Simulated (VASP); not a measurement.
Here is a VASP 6.6.1 calculation.

INCAR

```
  ALGO = Normal
  EDIFF = 1E-7
  EDIFFG = -0.005
  ENCUT = 600
  GGA = PE
  IBRION = 2
  ISIF = 3
  ISMEAR = -1
  LASPH = True
  LCHARG = False
  LREAL = False
  LWAVE = False
  NELM = 60
  NSW = 60
  PREC = Accurate
  PSTRESS = 1500.0
  SIGMA = 0.05
```

File KPOINTS:

```
k-points
0
Gamma
  15 15 15
```

The input POSCAR:

```
BN
1.0
    2.0019352885      0.0000000000      0.0000000000
    0.0000000000      2.0019352885      0.0000000000
    0.0000000000      0.0000000000      2.0019352885
B N
1 1
Direct
    0.0000000000      0.0000000000      0.0000000000
    0.5000000000      0.5000000000      0.5000000000
```

Potentials or basis: VASP PAW PBE potentials, release 64 (B, N).

Run with:

```sh
$ cat potpaw_PBE.64/B/POTCAR potpaw_PBE.64/N/POTCAR > POTCAR
$ mpirun -np 1 vasp_std > vasp.out
```

What does it give for the band gap on the k mesh?

Zero (band 4 reaches 15.10 eV, above the bottom of band 5 at 11.18 eV).

Predict the relaxed volume.

4.53 Å³/atom.

Final structure:
```yaml
crystal:
  lattice:
    - [2.08434, 0.00000, 0.00000]
    - [0.00000, 2.08434, 0.00000]
    - [0.00000, 0.00000, 2.08434]
  atoms:
    - { symbol: B, position: [0.00000, 0.00000, 0.00000] }
    - { symbol: N, position: [0.50000, 0.50000, 0.50000] }
```

Caveat: the cell is relaxed towards a set pressure, so the enthalpy falls and the energy may rise.
